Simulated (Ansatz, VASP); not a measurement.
Na4F in VASP and in Ansatz

File INCAR:

```
PREC     = Accurate       # precision mode
ENCUT    = 520            # plane-wave cutoff, eV
EDIFF    = 1E-7           # SCF threshold, eV
ISMEAR   = 0              # smearing method
SIGMA    = 0.1            # smearing width, eV
LREAL    = F              # projectors in reciprocal space
LASPH    = T              # aspherical terms in the spheres
NELM     = 60             # most SCF steps
ALGO     = Normal         # electronic algorithm
ISIF     = 2              # what is computed and relaxed
LWAVE    = F              # write WAVECAR
LCHARG   = F              # write CHGCAR
GGA      = PE             # functional
NBANDS   = 26             # bands
```

KPOINTS

```
Automatic mesh
0
Gamma
  4 4 4
```

File POSCAR:

```
Na4F
1.0
   -2.8385054200      2.8385054200      2.8385054200
    2.8385054200     -2.8385054200      2.8385054200
    2.8385054200      2.8385054200     -2.8385054200
Na F
4 1
Direct
    0.5000000000      0.5000000000      0.5000000000
    0.0000000000      0.0000000000      0.5000000000
    0.0000000000      0.5000000000      0.0000000000
    0.5000000000      0.0000000000      0.0000000000
    0.0000000000      0.0000000000      0.0000000000
```

Input for Ansatz:

```yaml
crystal:
  lattice:
    - [-2.83850542, 2.83850542, 2.83850542]
    - [2.83850542, -2.83850542, 2.83850542]
    - [2.83850542, 2.83850542, -2.83850542]
  atoms:
    - { symbol: Na, position: [0.5, 0.5, 0.5] }
    - { symbol: Na, position: [0.0, 0.0, 0.5] }
    - { symbol: Na, position: [0.0, 0.5, 0.0] }
    - { symbol: Na, position: [0.5, 0.0, 0.0] }
    - { symbol: F, position: [0.0, 0.0, 0.0] }
basis:
  ecutwfc: 420
kpoints:
  mp_grid: { grid: [4, 4, 4] }
hamiltonian:
  xc: pbe
scf:
  occupations: { method: gaussian, width: 0.1 }
  lower_state_search: "off"
output:
  forces: true
  stress: true
  eigenvalues: true
```

Alike in both runs: task single point; functional PBE; k mesh 4 × 4 × 4; occupations gaussian, width 0.1 eV; no spin polarisation.

|  | VASP | Ansatz |
| --- | --- | --- |
| version | VASP 6.6.1 | Ansatz 0.2.0 |
| potentials or method | VASP PAW PBE potentials, release 64 (Na_pv, F), cutoff 520 eV | scalar-relativistic, plane waves, PAW |
| valence electrons in the cell | 35 | 43 |

|  | VASP | Ansatz | Ansatz less VASP |
| --- | --- | --- | --- |
| gap on the k mesh at the Fermi level (eV) | none | none | - |
| pressure (GPa) | 8.1 | 8.1 | +0.03 |

A gap of «none» marks a metal or a gap that the smearing closes. VASP's potentials hold 35 valence electrons a cell and Ansatz's 43, so a difference there can come from the potentials and not from the codes.

The k mesh is coarse, so the values compare programs but aren't converged.
